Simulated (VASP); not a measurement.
# AlFe3 (Pm-3m) in VASP: further runs

AlFe3 is run at these levels: PBEsol; tasks: single point.

All numbers are computed with VASP 6.6.1; they aren't measurements. Logs are shortened: lines on timing, memory, paths and dates and some standing lists are left out, and cuts for length are marked.

**1. The cell of the first run**

The structure is cubic, space group Pm-3m (No. 221). Conventional cell: a = 3.639 Å, b = 3.639 Å, c = 3.639 Å, α = 90.00°, β = 90.00°, γ = 90.00°. Al (site symmetry m-3m) has 12 Fe at 2.57 Å within 3.4 Å. Fe (site symmetry 4/mmm) has 4 Al at 2.57 Å and 8 Fe at 2.57 Å within 3.4 Å.

**2. Single point, PBEsol, collinear spin, ferromagnetic start**

Input file INCAR:

```
  PREC = Accurate
  ENCUT = 520
  EDIFF = 1E-6
  ISMEAR = -1
  SIGMA = 0.1
  LREAL = False
  LASPH = True
  NELM = 150
  ALGO = Normal
  ISIF = 2
  LWAVE = False
  LCHARG = False
  ISPIN = 2
  MAGMOM = 0 4.5 4.5 4.5
  LORBIT = 11
  LMAXMIX = 4
  GGA = PS
  NBANDS = 26
```

Input file KPOINTS:

```
Automatic mesh
0
Gamma
  6 6 6
```

Input file POSCAR:

```
AlFe3
1.0
    3.6392911100      0.0000000000      0.0000000000
    0.0000000000      3.6392911100      0.0000000000
    0.0000000000      0.0000000000      3.6392911100
Al Fe
1 3
Direct
    0.0000000000      0.0000000000      0.0000000000
    0.0000000000      0.5000000000      0.5000000000
    0.5000000000      0.0000000000      0.5000000000
    0.5000000000      0.5000000000      0.0000000000
```

Potentials or basis: VASP PAW PBE potentials, release 64 (Al, Fe).

Started as:

```console
> cat potpaw_PBE.64/Al/POTCAR potpaw_PBE.64/Fe/POTCAR > POTCAR
> mpirun -np 1 vasp_std > vasp.out
```

OUTCAR:

```text
PREC = Accurate
   ENCUT = 520
   EDIFF = 1E-6
   ISMEAR = -1
   LREAL = False
   LASPH = True
   NELM = 150
   ISIF = 2
   ISPIN = 2
   LORBIT = 11
   GGA = PS

 ion  position               nearest neighbor table
   1  0.000  0.000  0.000-   2 2.57   3 2.57   4 2.57   2 2.57   3 2.57   2 2.57   4 2.57   2 2.57
                             3 2.57   4 2.57   3 2.57   4 2.57
   2  0.000  0.500  0.500-   1 2.57   3 2.57   4 2.57   1 2.57   4 2.57   1 2.57   3 2.57   1 2.57
                             3 2.57   4 2.57   4 2.57   3 2.57
   3  0.500  0.000  0.500-   1 2.57   2 2.57   4 2.57   1 2.57   4 2.57   2 2.57   4 2.57   4 2.57
                             1 2.57   2 2.57   1 2.57   2 2.57
   4  0.500  0.500  0.000-   1 2.57   2 2.57   3 2.57   2 2.57   3 2.57   1 2.57   3 2.57   3 2.57
                             1 2.57   2 2.57   2 2.57   1 2.57

  LATTYP: Found a simple cubic cell.
 ALAT       =     3.6392911100

  Lattice vectors:

 A1 = (   3.6392911100,   0.0000000000,   0.0000000000)
 A2 = (   0.0000000000,   3.6392911100,   0.0000000000)
 A3 = (   0.0000000000,   0.0000000000,   3.6392911100)

Analysis of symmetry for initial positions (statically):
=====================================================================
 Subroutine PRICEL returns:
 Original cell was already a primitive cell.

 Routine SETGRP: Setting up the symmetry group for a
 simple cubic supercell.

 Subroutine GETGRP returns: Found 48 space group operations
 (whereof 48 operations were pure point group operations)
 out of a pool of 48 trial point group operations.

The static configuration has the point symmetry O_h .

Analysis of symmetry for dynamics (positions and initial velocities):
=====================================================================
 Subroutine PRICEL returns:
 Original cell was already a primitive cell.

 Routine SETGRP: Setting up the symmetry group for a
 simple cubic supercell.

 Subroutine GETGRP returns: Found 48 space group operations
 (whereof 48 operations were pure point group operations)
 out of a pool of 48 trial point group operations.

The dynamic configuration has the point symmetry O_h .

Analysis of structural, dynamic, and magnetic symmetry:
=====================================================================
 Subroutine PRICEL returns:
 Original cell was already a primitive cell.

 Routine SETGRP: Setting up the symmetry group for a
 simple cubic supercell.

 Subroutine GETGRP returns: Found 48 space group operations
 (whereof 48 operations were pure point group operations)
 out of a pool of 48 trial point group operations.

The overall configuration has the point symmetry O_h .

 Subroutine INISYM returns: Found 48 space group operations
 (whereof 48 operations are pure point group operations),
 and found     1 'primitive' translations

----------------------------------------------------------------------------------------

                                     Primitive cell

  volume of cell :      48.2004

  direct lattice vectors                    reciprocal lattice vectors
     3.639291110  0.000000000  0.000000000     0.274778788  0.000000000  0.000000000
     0.000000000  3.639291110  0.000000000     0.000000000  0.274778788  0.000000000
     0.000000000  0.000000000  3.639291110     0.000000000  0.000000000  0.274778788

  length of vectors
     3.639291110  3.639291110  3.639291110     0.274778788  0.274778788  0.274778788

  position of ions in fractional coordinates (direct lattice)
     0.000000000  0.000000000  0.000000000
     0.000000000  0.500000000  0.500000000
     0.500000000  0.000000000  0.500000000
     0.500000000  0.500000000  0.000000000

  ion indices of the primitive-cell ions
   primitive index   ion index
                 1           1
                 2           2
                 3           3
                 4           4

----------------------------------------------------------------------------------------

 KPOINTS: Automatic mesh

Automatic generation of k-mesh.
 Grid dimensions read from file:
 generate k-points for:    6    6    6

 Generating k-lattice:

  Cartesian coordinates                     Fractional coordinates (reciprocal lattice)
     0.045796465  0.000000000  0.000000000     0.166666667  0.000000000  0.000000000
     0.000000000  0.045796465  0.000000000     0.000000000  0.166666667  0.000000000
     0.000000000  0.000000000  0.045796465     0.000000000  0.000000000  0.166666667

  Length of vectors
     0.045796465  0.045796465  0.045796465

  Shift w.r.t. Gamma in fractional coordinates (k-lattice)
     0.000000000  0.000000000  0.000000000

 Subroutine IBZKPT returns following result:
 ===========================================

 Found     20 irreducible k-points:

 Following reciprocal coordinates:
            Coordinates               Weight
  0.000000  0.000000  0.000000      1.000000
  0.166667  0.000000  0.000000      6.000000
  0.333333  0.000000  0.000000      6.000000
  0.500000  0.000000  0.000000      3.000000
  0.166667  0.166667  0.000000     12.000000
  0.333333  0.166667  0.000000     24.000000
[... 12 lines left out ...]
  0.500000  0.500000  0.333333      6.000000
  0.500000  0.500000  0.500000      1.000000
   k-points           NKPTS =     20   k-points in BZ     NKDIM =     20   number of bands    NBANDS=     26
   number of dos      NEDOS =    301   number of ions     NIONS =      4
   total plane-waves  NPLWV =  21952
   dimension x,y,z NGX =    28 NGY =   28 NGZ =   28
   dimension x,y,z NGXF=    56 NGYF=   56 NGZF=   56
   ions per type =               1   3
   NGX,Y,Z   is equivalent  to a cutoff of  12.79, 12.79, 12.79 a.u.
   NGXF,Y,Z  is equivalent  to a cutoff of  25.58, 25.58, 25.58 a.u.
 SYSTEM =  unknown system
   PREC   = accura    normal or accurate (medium, high low for compatibility)
   ISTART =      0    job   : 0-new  1-cont  2-samecut
   ICHARG =      2    charge: 1-file 2-atom 10-const
   ISPIN  =      2    spin polarized calculation?
   LNONCOLLINEAR =      F non collinear calculations
   LSORBIT =      F    spin-orbit coupling
   LASPH  =      T    aspherical Exc in radial PAW
   ENCUT  =  520.0 eV  38.22 Ry    6.18 a.u.   6.77  6.77  6.77*2*pi/ulx,y,z
   NELM   =    150;   NELMIN=  2; NELMDL= -5     # of ELM steps
   EDIFF  = 0.1E-05   stopping-criterion for ELM
   LREAL  =      F    real-space projection
   EDIFFG = 0.1E-04   stopping-criterion for IOM
   NSW    =      0    number of steps for IOM
   IBRION =     -1    ionic relax: 0-MD 1-quasi-New 2-CG
   NFREE  =      0    steps in history (QN), initial steepest desc. (CG)
   ISIF   =      2    stress and relaxation
   ISYM   =      2    0-nonsym 1-usesym 2-fastsym
   POTIM  = 0.5000    time-step for ionic-motion
   TEBEG  =    0.0;   TEEND  =   0.0 temperature during run
   PSTRESS=    0.0 pullay stress
   NELECT =      27.0000    total number of electrons
   NUPDOWN=      -1.0000    fix difference up-down
   EMIN   =  10.00;   EMAX   =-10.00  energy-range for DOS
   EFERMI =   0.00;   METHOD = LEGACY
   ISMEAR =    -1;   SIGMA  =   0.10  broadening in eV -4-tet -1-fermi 0-gaus
   EFERMI_NEDOS =   21; number of points for ismear=-14 and -15
   IALGO  =     38    algorithm
   IMIX   =      4    mixing-type and parameters
     AMIX     =   0.40;   BMIX     =  1.00
     AMIX_MAG =   1.60;   BMIX_MAG =  1.00
  volume/ion in A,a.u.               =      12.05        81.32
  Fermi-wavevector in a.u.,A,eV,Ry     =   1.349520  2.550223 24.778984  1.821204
  Thomas-Fermi vector in A             =   2.477100
   LORBIT       =     11    0 simple, 1 ext, 2 COOP (PROOUT), +10 PAW based schemes
   GGA     = PS    functional components
   LHFCALC =     F    Hartree Fock is set to
   AEXX    =    0.0000 exact exchange contribution
   IVDW    =     0    specifies the selected vdW correction
   LEPSILON=     F    determine dielectric tensor
   LRPA    =     F    only Hartree local field effects (RPA)
 spin polarized calculation
  energy-cutoff  :      520.00
  volume of cell :       48.20
 maximum number of plane-waves:      1328
 NGX is ok and might be reduce to    28
   NGX = 13   NGY = 13   NGZ = 13

 number of electron      27.0000000 magnetization      13.5000000

 number of electron      26.9999989 magnetization       6.7490554

 Free energy of the ion-electron system (eV)
  ---------------------------------------------------
  ext. energy  EPLUGINS =         0.00000000
  ---------------------------------------------------
  free energy    TOTEN  =       -31.58172093 eV

  energy without entropy =      -31.49795675  energy(sigma->0) =      -31.53983884

 E-fermi :   6.7531     XC(G=0): -12.5596

 val. band max:        6.7477188679   @ k =   0.5000   0.5000   0.1667
 cond. band min:       6.7556838031   @ k =   0.3333   0.3333   0.3333
 fundamental gap:      0.0079649352
 Fermi energy:         6.7530684558

 spin component 1

 k-point     1 :       0.0000    0.0000    0.0000
  band No.  band energies     occupation
      1      -3.0156      1.00000
      2       1.5809      1.00000
      3       2.5522      1.00000
      4       2.5522      1.00000
      5       2.9444      1.00000
      6       2.9444      1.00000
[... 17 lines left out ...]
     24      18.1873      0.00000
     25      18.1873      0.00000

 k-point     2 :       0.1667    0.0000    0.0000
  band No.  band energies     occupation
      1      -2.6883      1.00000
      2       1.7118      1.00000
      3       2.3931      1.00000
      4       2.7709      1.00000
      5       3.0031      1.00000
      6       3.0031      1.00000
[... 17 lines left out ...]
     24      16.9105      0.00000
     25      17.4440      0.00000
[... 474 lines left out ...]
     24      20.8924      0.00000
     25      23.4075      0.00000

 k-point    20 :       0.5000    0.5000    0.5000
  band No.  band energies     occupation
      1       0.4832      1.00000
      2       2.4610      1.00000
      3       2.4610      1.00000
      4       2.4610      1.00000
      5       4.2457      1.00000
      6       4.2457      1.00000
[... 17 lines left out ...]
     24      24.0855      0.00000
     25      24.0855      0.00000
 Fermi energy:         6.7530684558

 spin component 2

 k-point     1 :       0.0000    0.0000    0.0000
  band No.  band energies     occupation
      1      -2.8559      1.00000
      2       3.1929      1.00000
      3       3.9996      1.00000
      4       3.9997      1.00000
      5       4.5927      1.00000
      6       4.5928      1.00000
[... 17 lines left out ...]
     24      18.3324      0.00000
     25      18.3324      0.00000

 k-point     2 :       0.1667    0.0000    0.0000
  band No.  band energies     occupation
      1      -2.5297      1.00000
      2       3.1554      1.00000
      3       3.7137      1.00000
      4       4.2474      1.00000
      5       4.6226      1.00000
      6       4.6227      1.00000
[... 17 lines left out ...]
     24      17.3515      0.00000
     25      17.7952      0.00000
[... 474 lines left out ...]
     24      20.9556      0.00000
     25      23.4094      0.00000

 k-point    20 :       0.5000    0.5000    0.5000
  band No.  band energies     occupation
      1       1.2837      1.00000
      2       3.6362      1.00000
      3       3.6362      1.00000
      4       3.6363      1.00000
      5       4.7316      1.00000
      6       4.7316      1.00000
[... 17 lines left out ...]
     24      24.0594      0.00000
     25      24.0594      0.00000
 [bands above 25 left out]

------------------------ aborting loop because EDIFF is reached ----------------------------------------

  FORCE on cell =-STRESS in cart. coord.  units (eV):
  Direction    XX          YY          ZZ          XY          YZ          ZX
  --------------------------------------------------------------------------------------
  -------------------------------------------------------------------------------------
  Total       -1.7874391     -1.7874391     -1.7874391     -0.0000000     -0.0000000     -0.0000000
  in kB      -59.4143616    -59.4143616    -59.4143616     -0.0000000     -0.0000000     -0.0000000
  external PRESSURE =     -59.4143616 kB  Pullay stress =       0.0000000 kB

 VOLUME and BASIS-vectors are now :
 -----------------------------------------------------------------------------
  energy-cutoff  :      520.00
  volume of cell :       48.20
      direct lattice vectors                 reciprocal lattice vectors
     3.639291110  0.000000000  0.000000000     0.274778788  0.000000000  0.000000000
     0.000000000  3.639291110  0.000000000     0.000000000  0.274778788  0.000000000
     0.000000000  0.000000000  3.639291110     0.000000000  0.000000000  0.274778788

 POSITION                                       TOTAL-FORCE (eV/Angst)
 -----------------------------------------------------------------------------------
      0.00000      0.00000      0.00000         0.000000      0.000000      0.000000
      0.00000      1.81965      1.81965         0.000000      0.000000      0.000000
      1.81965      0.00000      1.81965         0.000000      0.000000      0.000000
      1.81965      1.81965      0.00000         0.000000      0.000000      0.000000
 -----------------------------------------------------------------------------------
    total drift:                                0.000000      0.000000      0.000000

  FREE ENERGIE OF THE ION-ELECTRON SYSTEM (eV)
  ---------------------------------------------------
  free  energy   TOTEN  =       -31.5817209299 eV

  energy  without entropy=      -31.4979567529  energy(sigma->0) =      -31.53983884

 total charge

# of ion       s       p       d       tot
------------------------------------------
    1        0.414   0.425   0.000   0.839
    2        0.468   0.523   6.250   7.241
    3        0.468   0.523   6.250   7.241
    4        0.468   0.523   6.250   7.241
--------------------------------------------------
tot          1.818   1.994  18.751  22.563

 magnetization (x)

# of ion       s       p       d       tot
------------------------------------------
    1       -0.013  -0.064   0.000  -0.077
    2        0.000  -0.007   2.286   2.280
    3        0.000  -0.007   2.286   2.280
    4        0.000  -0.007   2.286   2.280
--------------------------------------------------
tot         -0.012  -0.086   6.859   6.761
```

It took 30 s on 1 thread of Intel Xeon 6975P-C (Granite Rapids), shared host; peak memory 0.18 GiB.

What came out:

| Property | Result |
| --- | --- |
| Free energy | -31.5817 eV |
| Pressure | -5.9 GPa |
| Net moment | 6.75 μB per cell |
| Site moments | Al -0.08; Fe +2.28 μB |
| Valence electrons inside the program's atomic spheres | Al 0.84; Fe 7.24 |

Levels at points of the mesh, in eV from the Fermi level:
Spin up:
```
           k point  band 14  band 15  band 16  band 17  band 18  band 19  band 20  band 21
(0.00, 0.00, 0.00)    -0.07    -0.07    -0.07     0.68     0.68     0.68     6.61     6.61
(0.50, 0.00, 0.00)    -1.54    -1.49    -1.04    -0.07     5.25     5.25     5.47     5.47
(0.50, 0.50, 0.00)    -1.62    -1.47    -1.13    -0.95     0.82     0.82     7.72     7.87
(0.50, 0.50, 0.50)    -1.58    -1.58    -0.36    -0.36    -0.36    -0.28     3.05     4.29
```
Spin down:
| k point | band 7 | band 8 | band 9 | band 10 | band 11 | band 12 | band 13 | band 14 |
| --- | --- | --- | --- | --- | --- | --- | --- | --- |
| (0.00, 0.00, 0.00) | -2.16 | 0.42 | 0.42 | 0.42 | 0.81 | 0.81 | 0.81 | 1.65 |
| (0.50, 0.00, 0.00) | -1.45 | -0.74 | -0.74 | -0.16 | -0.12 | 0.58 | 0.58 | 0.71 |
| (0.50, 0.50, 0.00) | -1.16 | -1.16 | -0.59 | -0.59 | 0.34 | 0.45 | 0.58 | 0.58 |
| (0.50, 0.50, 0.50) | -2.02 | -0.51 | -0.51 | -0.51 | 0.01 | 0.61 | 0.62 | 0.62 |

Caveat: the PAW data sets were made with another functional, which shifts forces and pressure a little.

**3. Single point, PBEsol, collinear spin, ferromagnetic start**

Input file INCAR:

```
  PREC = Accurate
  ENCUT = 520
  EDIFF = 1E-6
  ISMEAR = -1
  SIGMA = 0.1
  LREAL = F
  LASPH = T
  NELM = 150
  ALGO = Normal
  ISIF = 2
  LWAVE = F
  LCHARG = F
  ISPIN = 2
  MAGMOM = 0 4.5 4.5 4.5
  LORBIT = 11
  LMAXMIX = 4
  GGA = PS
  NBANDS = 26
```

Input file KPOINTS:

```
Automatic mesh
0
Gamma
  8 8 8
```

POSCAR is that of step 2.

Potentials or basis: VASP PAW PBE potentials, release 64 (Al, Fe).

Started as:

```console
> cat potpaw_PBE.64/Al/POTCAR potpaw_PBE.64/Fe/POTCAR > POTCAR
> mpirun -np 1 vasp_std > vasp.out
```

It took 47 s on 1 thread of Intel Xeon 6975P-C (Granite Rapids), shared host; peak memory 0.2 GiB.

Results (log left out):

* Free energy: -31.5815 eV
* Pressure: -5.8 GPa
* Net moment: 6.78 μB per cell
* Site moments: Al -0.08; Fe +2.29 μB
* Valence electrons inside the program's atomic spheres: Al 0.84; Fe 7.24

Levels at points of the mesh, in eV from the Fermi level:
Spin up:
```csv
k point,band 15,band 16,band 17,band 18,band 19,band 20
"(0.00, 0.00, 0.00)",-0.07,-0.07,0.69,0.69,0.69,6.61
"(0.50, 0.00, 0.00)",-1.49,-1.03,-0.07,5.25,5.25,5.47
"(0.50, 0.50, 0.00)",-1.47,-1.12,-0.95,0.82,0.82,7.72
"(0.50, 0.50, 0.50)",-1.58,-0.36,-0.36,-0.36,-0.27,3.06
```
Spin down:
```tsv
k point	band 6	band 7	band 8	band 9	band 10	band 11	band 12	band 13	band 14	band 15
(0.00, 0.00, 0.00)	-2.15	-2.15	0.43	0.43	0.43	0.82	0.82	0.82	1.66	1.66
(0.50, 0.00, 0.00)	-1.66	-1.44	-0.73	-0.73	-0.15	-0.11	0.59	0.59	0.72	0.83
(0.50, 0.50, 0.00)	-1.45	-1.15	-1.15	-0.58	-0.58	0.35	0.45	0.59	0.59	0.90
(0.50, 0.50, 0.50)	-2.01	-2.01	-0.50	-0.50	-0.50	0.02	0.62	0.62	0.62	0.87
```

Caveat: the PAW data sets were made with another functional, which shifts forces and pressure a little.
